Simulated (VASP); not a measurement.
A run of VASP 6.6.1:

The input INCAR:

```
ALGO = Normal ; EDIFF = 1E-6
ENCUT = 500 ; GGA = RE
GGA_COMPAT = F ; ISIF = 2
ISMEAR = -1 ; LASPH = T
LCHARG = F ; LREAL = F
LWAVE = F ; NBANDS = 20
NELM = 120 ; PREC = Accurate
SIGMA = 0.02
```

KPOINTS

```
k-points
0
Gamma
  8 8 5
```

The input POSCAR:

```
ZnRe
1.0
    2.7590400000      0.0114900000     -0.0027400000
   -1.3695700000      2.3643500000     -0.0020500000
   -0.0044800000     -0.0064700000      4.5135400000
Zn Re
1 1
Direct
    0.0095578667      0.0129912173      0.0514010935
    0.3758500000      0.7058400000      0.5251400000
```

Potentials or basis: VASP PAW PBE potentials, release 64 (Zn, Re_sv_GW).

Command:

```sh
$ cat potpaw_PBE.64/Zn/POTCAR potpaw_PBE.64/Re_sv_GW/POTCAR > POTCAR
$ mpirun -np 1 vasp_std > vasp.out
```

Hardware: 1 thread of AMD EPYC 9R14 (Zen 4) (shared host).

Question: How long does it take, and how much memory?

Answer: Run time: 67 s on 1 thread of AMD EPYC 9R14 (Zen 4), with other jobs on the host, peak memory 0.19 GiB. Counts: scf iterations 13, k points 162.
